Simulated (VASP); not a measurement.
# CaO (Fm-3m) in VASP: single point with r2SCAN

Aim: the single point of CaO with r2SCAN.

All numbers are computed with VASP 6.6.1; they aren't measurements. Logs are shortened: lines on timing, memory, paths and dates and some standing lists are left out, and cuts for length are marked.

**1. The cell of the first run**

Symmetry: Fm-3m, No. 225, cubic system. Conventional cell: a = 4.898 Å, b = 4.898 Å, c = 4.898 Å, α = 90.00°, β = 90.00°, γ = 90.00°. Within 3.2 Å of Ca (site symmetry m-3m) lie 6 O at 2.45 Å. Within 3.2 Å of O (site symmetry m-3m) lie 6 Ca at 2.45 Å.

**2. Single point, r2SCAN**

Input file POSCAR:

```
CaO
1.0
    0.0000000000      2.4488404200      2.4488404200
    2.4488404200      0.0000000000      2.4488404200
    2.4488404200      2.4488404200      0.0000000000
Ca O
1 1
Direct
    0.0000000000      0.0000000000      0.0000000000
    0.5000000000      0.5000000000      0.5000000000
```

Input file INCAR.step1:

```
SYSTEM = CaO
ALGO     = Normal         ! electronic algorithm
EDIFF    = 1E-4           ! SCF threshold, eV
ENCUT    = 520            ! plane-wave cutoff, eV
GGA      = PE             ! functional
ISMEAR   = -1             ! smearing method
LASPH    = .True.         ! aspherical terms in the spheres
LCHARG   = .False.        ! write CHGCAR
LREAL    = .False.        ! projectors in reciprocal space
LWAVE    = .True.         ! write WAVECAR
NBANDS   = 15             ! bands
NELM     = 80             ! most SCF steps
PREC     = Accurate       ! precision mode
SIGMA    = 0.1026         ! smearing width, eV
```

Input file INCAR.step2:

```
SYSTEM = CaO
ALGO     = Normal         ! electronic algorithm
EDIFF    = 1E-6           ! SCF threshold, eV
ENCUT    = 520            ! plane-wave cutoff, eV
ISIF     = 2              ! what is computed and relaxed
ISMEAR   = -1             ! smearing method
ISTART   = 1            
LASPH    = .True.         ! aspherical terms in the spheres
LCHARG   = .True.         ! write CHGCAR
LELF     = .True.         ! ELF
LMIXTAU  = .True.       
LREAL    = .False.        ! projectors in reciprocal space
LVHAR    = .True.       
LWAVE    = .False.        ! write WAVECAR
METAGGA  = R2SCAN         ! meta-GGA
NBANDS   = 15             ! bands
NELM     = 80             ! most SCF steps
PREC     = Accurate       ! precision mode
SIGMA    = 0.1026         ! smearing width, eV
```

Input file KPOINTS:

```
k-points
0
Gamma
  9 9 9
  0 0 0
```

Potentials or basis: VASP PAW PBE potentials, release 64 (Ca_sv, O).

Started as:

```
> cat potpaw_PBE.64/Ca_sv/POTCAR potpaw_PBE.64/O/POTCAR > POTCAR
> cp INCAR.step1 INCAR
> mpirun -np 1 vasp_std > vasp.out
> cp INCAR.step2 INCAR
> mpirun -np 1 vasp_std > vasp.out
```

OUTCAR:

```text
SYSTEM = CaO
   EDIFF = 1E-6
   ENCUT = 520
   ISIF = 2
   ISMEAR = -1
   ISTART = 1
   LASPH = .True.
   LREAL = .False.
   METAGGA = R2SCAN
   NELM = 80
   PREC = Accurate

 ion  position               nearest neighbor table
   1  0.000  0.000  0.000-   2 2.45   2 2.45   2 2.45   2 2.45   2 2.45   2 2.45
   2  0.500  0.500  0.500-   1 2.45   1 2.45   1 2.45   1 2.45   1 2.45   1 2.45

  LATTYP: Found a face centered cubic cell.
 ALAT       =     4.8976808400

  Lattice vectors:

 A1 = (   0.0000000000,   2.4488404200,   2.4488404200)
 A2 = (   2.4488404200,   0.0000000000,   2.4488404200)
 A3 = (   2.4488404200,   2.4488404200,   0.0000000000)

Analysis of symmetry for initial positions (statically):
=====================================================================
 Subroutine PRICEL returns:
 Original cell was already a primitive cell.

 Routine SETGRP: Setting up the symmetry group for a
 face centered cubic supercell.

 Subroutine GETGRP returns: Found 48 space group operations
 (whereof 48 operations were pure point group operations)
 out of a pool of 48 trial point group operations.

The static configuration has the point symmetry O_h .

Analysis of symmetry for dynamics (positions and initial velocities):
=====================================================================
 Subroutine PRICEL returns:
 Original cell was already a primitive cell.

 Routine SETGRP: Setting up the symmetry group for a
 face centered cubic supercell.

 Subroutine GETGRP returns: Found 48 space group operations
 (whereof 48 operations were pure point group operations)
 out of a pool of 48 trial point group operations.

The dynamic configuration has the point symmetry O_h .

 Subroutine INISYM returns: Found 48 space group operations
 (whereof 48 operations are pure point group operations),
 and found     1 'primitive' translations

----------------------------------------------------------------------------------------

                                     Primitive cell

  volume of cell :      29.3705

  direct lattice vectors                    reciprocal lattice vectors
     0.000000000  2.448840420  2.448840420    -0.204178270  0.204178270  0.204178270
     2.448840420  0.000000000  2.448840420     0.204178270 -0.204178270  0.204178270
     2.448840420  2.448840420  0.000000000     0.204178270  0.204178270 -0.204178270

  length of vectors
     3.463183334  3.463183334  3.463183334     0.353647137  0.353647137  0.353647137

  position of ions in fractional coordinates (direct lattice)
     0.000000000  0.000000000  0.000000000
     0.500000000  0.500000000  0.500000000

  ion indices of the primitive-cell ions
   primitive index   ion index
                 1           1
                 2           2

----------------------------------------------------------------------------------------

 KPOINTS: k-points

Automatic generation of k-mesh.
 Grid dimensions read from file:
 generate k-points for:    9    9    9

 Generating k-lattice:

  Cartesian coordinates                     Fractional coordinates (reciprocal lattice)
    -0.022686474  0.022686474  0.022686474     0.111111111  0.000000000  0.000000000
     0.022686474 -0.022686474  0.022686474     0.000000000  0.111111111  0.000000000
     0.022686474  0.022686474 -0.022686474     0.000000000  0.000000000  0.111111111

  Length of vectors
     0.039294126  0.039294126  0.039294126

  Shift w.r.t. Gamma in fractional coordinates (k-lattice)
     0.000000000  0.000000000  0.000000000

 Subroutine IBZKPT returns following result:
 ===========================================

 Found     35 irreducible k-points:

 Following reciprocal coordinates:
            Coordinates               Weight
  0.000000  0.000000  0.000000      1.000000
  0.111111  0.000000  0.000000      8.000000
  0.222222  0.000000  0.000000      8.000000
  0.333333  0.000000  0.000000      8.000000
  0.444444  0.000000  0.000000      8.000000
  0.111111  0.111111  0.000000      6.000000
[... 16 lines left out ...]
 -0.333333  0.333333  0.000000     12.000000
  0.444444  0.444444  0.000000      6.000000
 [... further k-points ...]
   k-points           NKPTS =     35   k-points in BZ     NKDIM =     35   number of bands    NBANDS=     15
   number of dos      NEDOS =    301   number of ions     NIONS =      2
   total plane-waves  NPLWV =  21952
   dimension x,y,z NGX =    28 NGY =   28 NGZ =   28
   dimension x,y,z NGXF=    56 NGYF=   56 NGZF=   56
   ions per type =               1   1
   NGX,Y,Z   is equivalent  to a cutoff of  13.44, 13.44, 13.44 a.u.
   NGXF,Y,Z  is equivalent  to a cutoff of  26.88, 26.88, 26.88 a.u.
 SYSTEM =  CaO
   PREC   = accura    normal or accurate (medium, high low for compatibility)
   ISTART =      1    job   : 0-new  1-cont  2-samecut
   ICHARG =      0    charge: 1-file 2-atom 10-const
   ISPIN  =      1    spin polarized calculation?
   LNONCOLLINEAR =      F non collinear calculations
   LSORBIT =      F    spin-orbit coupling
   LASPH  =      T    aspherical Exc in radial PAW
   ENCUT  =  520.0 eV  38.22 Ry    6.18 a.u.   6.44  6.44  6.44*2*pi/ulx,y,z
   NELM   =     80;   NELMIN=  2; NELMDL=  0     # of ELM steps
   EDIFF  = 0.1E-05   stopping-criterion for ELM
   LREAL  =      F    real-space projection
   EDIFFG = 0.1E-04   stopping-criterion for IOM
   NSW    =      0    number of steps for IOM
   IBRION =     -1    ionic relax: 0-MD 1-quasi-New 2-CG
   NFREE  =      0    steps in history (QN), initial steepest desc. (CG)
   ISIF   =      2    stress and relaxation
   ISYM   =      2    0-nonsym 1-usesym 2-fastsym
   POTIM  = 0.5000    time-step for ionic-motion
   TEBEG  =    0.0;   TEEND  =   0.0 temperature during run
   PSTRESS=    0.0 pullay stress
   NELECT =      16.0000    total number of electrons
   NUPDOWN=      -1.0000    fix difference up-down
   EMIN   =  10.00;   EMAX   =-10.00  energy-range for DOS
   EFERMI =   0.00;   METHOD = LEGACY
   ISMEAR =    -1;   SIGMA  =   0.10  broadening in eV -4-tet -1-fermi 0-gaus
   EFERMI_NEDOS =   21; number of points for ismear=-14 and -15
   IALGO  =     38    algorithm
   IMIX   =      4    mixing-type and parameters
     AMIX     =   0.40;   BMIX     =  1.00
     AMIX_MAG =   1.60;   BMIX_MAG =  1.00
  volume/ion in A,a.u.               =      14.69        99.10
  Fermi-wavevector in a.u.,A,eV,Ry     =   1.337040  2.526639 24.322802  1.787675
  Thomas-Fermi vector in A             =   2.465620
   LORBIT       =      0    0 simple, 1 ext, 2 COOP (PROOUT), +10 PAW based schemes
   METAGGA = R2SCAN    functional components
   LHFCALC =     F    Hartree Fock is set to
   AEXX    =    0.0000 exact exchange contribution
   IVDW    =     0    specifies the selected vdW correction
   LEPSILON=     F    determine dielectric tensor
   LRPA    =     F    only Hartree local field effects (RPA)
 non-spin polarized calculation
  energy-cutoff  :      520.00
  volume of cell :       29.37
 maximum number of plane-waves:       809
 NGX is ok and might be reduce to    28
   NGX = 13   NGY = 13   NGZ = 13

 number of electron      16.0000005 magnetization

 Free energy of the ion-electron system (eV)
  ---------------------------------------------------
  ext. energy  EPLUGINS =         0.00000000
  ---------------------------------------------------
  free energy    TOTEN  =       -19.42692114 eV

  energy without entropy =      -19.42692114  energy(sigma->0) =      -19.42692114

 E-fermi :   3.9639     XC(G=0): -10.7799

 val. band max:        1.7095054466   @ k =   0.0000   0.0000   0.0000
 cond. band min:       5.9601474764   @ k =   0.4444   0.4444   0.0000
 fundamental gap:      4.2506420298
 Fermi energy:         3.9638633239

 k-point     1 :       0.0000    0.0000    0.0000
  band No.  band energies     occupation
      1     -37.5928      2.00000
      2     -17.5197      2.00000
      3     -17.5197      2.00000
      4     -17.5197      2.00000
      5     -14.6567      2.00000
      6       1.7095      2.00000
      7       1.7095      2.00000
      8       1.7095      2.00000
      9       6.6766      0.00000
     10       8.4155      0.00000
     11       8.4156      0.00000
     12       8.4156      0.00000
     13       9.9154      0.00000
     14       9.9154      0.00000
     15      17.1092      0.00000

 k-point     2 :       0.1111    0.0000    0.0000
  band No.  band energies     occupation
      1     -37.5837      2.00000
      2     -17.6629      2.00000
      3     -17.5250      2.00000
      4     -17.5250      2.00000
      5     -14.5053      2.00000
      6       1.3061      2.00000
      7       1.5593      2.00000
      8       1.5593      2.00000
      9       7.2167      0.00000
     10       8.3714      0.00000
     11       8.6160      0.00000
     12       8.6161      0.00000
     13      10.1859      0.00000
     14      10.1859      0.00000
     15      17.5525      0.00000

 k-point     3 :       0.2222    0.0000    0.0000
  band No.  band energies     occupation
      1     -37.5606      2.00000
      2     -17.9760      2.00000
      3     -17.5380      2.00000
      4     -17.5380      2.00000
      5     -14.1680      2.00000
      6       0.4827      2.00000
      7       1.2113      2.00000
      8       1.2113      2.00000
      9       8.3034      0.00000
     10       8.5230      0.00000
     11       9.1586      0.00000
     12       9.1586      0.00000
     13      10.8718      0.00000
     14      10.8718      0.00000
     15      17.9712      0.00000
[... 343 lines left out ...]
 k-point    23 :      -0.3333    0.3333    0.0000
  band No.  band energies     occupation
      1     -37.4965      2.00000
      2     -18.1163      2.00000
      3     -17.8657      2.00000
      4     -17.6239      2.00000
      5     -13.9805      2.00000
      6       0.0815      2.00000
      7       0.6062      2.00000
      8       0.8153      2.00000
      9       8.1346      0.00000
     10       9.5072      0.00000
     11      10.6693      0.00000
     12      10.7734      0.00000
     13      12.1420      0.00000
     14      15.3838      0.00000
     15      15.7382      0.00000

 k-point    24 :       0.4444    0.4444    0.0000
  band No.  band energies     occupation
      1     -37.4943      2.00000
      2     -18.0145      2.00000
      3     -17.7007      2.00000
      4     -17.7007      2.00000
      5     -14.4039      2.00000
      6       0.3380      2.00000
      7       1.3268      2.00000
      8       1.3268      2.00000
      9       5.9601      0.00000
     10       9.9884      0.00000
     11      10.9760      0.00000
     12      11.4898      0.00000
     13      11.4899      0.00000
     14      13.1137      0.00000
     15      15.8860      0.00000

 [... further k-points ...]

------------------------ aborting loop because EDIFF is reached ----------------------------------------

  FORCE on cell =-STRESS in cart. coord.  units (eV):
  Direction    XX          YY          ZZ          XY          YZ          ZX
  --------------------------------------------------------------------------------------
  -------------------------------------------------------------------------------------
  Total       -1.0455284     -1.0455284     -1.0455284      0.0000000     -0.0000000      0.0000000
  in kB      -57.0341507    -57.0341507    -57.0341507      0.0000000     -0.0000000      0.0000000
  external PRESSURE =     -57.0341507 kB  Pullay stress =       0.0000000 kB

 VOLUME and BASIS-vectors are now :
 -----------------------------------------------------------------------------
  energy-cutoff  :      520.00
  volume of cell :       29.37
      direct lattice vectors                 reciprocal lattice vectors
     0.000000000  2.448840420  2.448840420    -0.204178270  0.204178270  0.204178270
     2.448840420  0.000000000  2.448840420     0.204178270 -0.204178270  0.204178270
     2.448840420  2.448840420  0.000000000     0.204178270  0.204178270 -0.204178270

 POSITION                                       TOTAL-FORCE (eV/Angst)
 -----------------------------------------------------------------------------------
      0.00000      0.00000      0.00000         0.000000     -0.000000     -0.000000
      2.44884      2.44884      2.44884        -0.000000      0.000000      0.000000
 -----------------------------------------------------------------------------------
    total drift:                                0.000000      0.000000      0.000000

  FREE ENERGIE OF THE ION-ELECTRON SYSTEM (eV)
  ---------------------------------------------------
  free  energy   TOTEN  =       -19.4269211438 eV

  energy  without entropy=      -19.4269211436  energy(sigma->0) =      -19.42692114
```

Run time: 2.3 min. Hardware: 1 thread of Intel Xeon 8259CL, shared host; peak memory 0.17 GiB.

Results:

* Free energy: -19.4269 eV
* Pressure: -5.7 GPa
* Band gap on the k mesh: 4.25 eV (least direct gap 4.63 eV)

Levels at points of the mesh, in eV from the valence-band top:
| k point | band 4 | band 5 | band 6 | band 7 | band 8 | band 9 | band 10 | band 11 | band 12 | band 13 |
| --- | --- | --- | --- | --- | --- | --- | --- | --- | --- | --- |
| (0.00, 0.00, 0.00) | -19.23 | -16.37 | 0.00 | 0.00 | 0.00 | 4.97 | 6.71 | 6.71 | 6.71 | 8.21 |

Caveat: the cell stands under tension; the PAW data sets were made with another functional, which shifts forces and pressure a little; an odd mesh through Γ misses points on the zone boundary, where band edges can lie.
